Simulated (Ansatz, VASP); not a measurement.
**CdS in VASP and in Ansatz**

The input INCAR:

```
SYSTEM = CdS
ALGO = Normal
EDIFF = 1E-6
ENCUT = 520
GGA = PE
ISIF = 2
ISMEAR = 0
LASPH = .True.
LCHARG = .False.
LREAL = .False.
LWAVE = .False.
NBANDS = 16
NELM = 80
PREC = Accurate
SIGMA = 0.02
```

File KPOINTS:

```
k-points
0
Gamma
  8 8 8
  0 0 0
```

POSCAR

```
CdS
1.0
    0.0291000000      2.8204302000      2.8160652000
    2.8099542000      0.0000000000      2.8451652000
    2.7808542000      2.8204302000      0.0291000000
Cd S
1 1
Direct
   -0.0051546392      0.0051546392     -0.0051546392
    0.7551546392      0.7448453608      0.7551546392
```

Input for Ansatz:

```yaml
crystal:
  lattice:
    - [0.0291, 2.8204302, 2.8160652]
    - [2.8099542, 0.0, 2.8451652]
    - [2.7808542, 2.8204302, 0.0291]
  atoms:
    - { symbol: Cd, position: [-0.0051546392, 0.0051546392, -0.0051546392] }
    - { symbol: S, position: [0.7551546392, 0.7448453608, 0.7551546392] }
basis:
  ecutwfc: 420
kpoints:
  mp_grid: { grid: [8, 8, 8] }
hamiltonian:
  xc: pbe
scf:
  occupations: { method: gaussian, width: 0.02 }
output:
  forces: true
  stress: true
  eigenvalues: true
```

Alike in both runs: task single point; functional PBE; k mesh 8 × 8 × 8; occupations gaussian, width 0.02 eV; no spin polarisation.

|  | VASP | Ansatz |
| --- | --- | --- |
| version | VASP 6.6.1 | Ansatz 0.2.0 |
| potentials or method | VASP PAW PBE potentials, release 64 (Cd, S), cutoff 520 eV | scalar-relativistic, plane waves, PAW |
| valence electrons in the cell | 18 | 26 |

|  | VASP | Ansatz | Ansatz less VASP |
| --- | --- | --- | --- |
| gap on the k mesh at the Fermi level (eV) | 1.34 | 1.33 | -0.013 |
| least direct gap on the mesh (eV) | 1.34 | 1.33 | -0.013 |
| pressure (GPa) | 13.3 | 12.7 | -0.59 |
| traceless stress, the component that is largest in VASP (GPa) | 0.87 | 0.82 | -0.043 |
| rms of the force components (eV/Å) | 0.114 | 0.111 | -0.0024 |

Atom by atom the forces differ by 0.002 eV/Å (rms over components). With one functional, cell and mesh, what is left measures potentials, basis and numerics. VASP's potentials hold 18 valence electrons a cell and Ansatz's 26, so a difference there can come from the potentials and not from the codes.
